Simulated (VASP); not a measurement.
A run of VASP 6.6.1 is set up as follows.

File INCAR:

```
SYSTEM = Nb
PREC = Accurate ; ENCUT = 520
EDIFF = 1E-6 ; ISMEAR = 0
SIGMA = 0.1 ; LREAL = .False.
LASPH = .True. ; NELM = 150
ALGO = Fast ; ISIF = 2
LWAVE = .False. ; LCHARG = .False.
LMAXMIX = 4 ; LDAU = .True.
LDAUTYPE = 2 ; LDAUL = 2
LDAUU = 5.5 ; LDAUJ = 0
LDAUPRINT = 1 ; GGA = RE
IVDW = 12 ; NBANDS = 12
```

File KPOINTS:

```
regular mesh
0
Gamma
  6 6 6
  0 0 0
```

File POSCAR:

```
Nb
1.0
   -1.6588161896      1.6588161896      1.6588161896
    1.6588161896     -1.6588161896      1.6588161896
    1.6588161896      1.6588161896     -1.6588161896
Nb
1
Direct
    0.0000000000      0.0000000000      0.0000000000
```

Potentials or basis: VASP PAW PBE potentials, release 64 (Nb_sv).

Run with:

```sh
$ cat potpaw_PBE.64/Nb_sv/POTCAR > POTCAR
$ mpirun -np 1 vasp_std > vasp.out
```

Estimate the pressure.

4.1 GPa.

Estimate the band gap on the k mesh.

zero (an odd number of electrons rules out a gap without spin polarisation).

Eigenvalues of the final occupation matrices:
| site | spin | trace | eigenvalues |
| --- | --- | --- | --- |
| site 1 d | 1 | 1.05 | 0.16 0.16 0.24 0.24 0.24 |
| site 1 d | 2 | 1.05 | 0.16 0.16 0.24 0.24 0.24 |

Caveat: the k points lie up to 0.45 Å⁻¹ apart, too coarse for converged energies and pressures of a metal; three body term missing; the PAW data sets were made with another functional, which shifts forces and pressure a little; U without spin polarisation on a metal has little footing; the U is typed as a test and isn't derived for this compound.
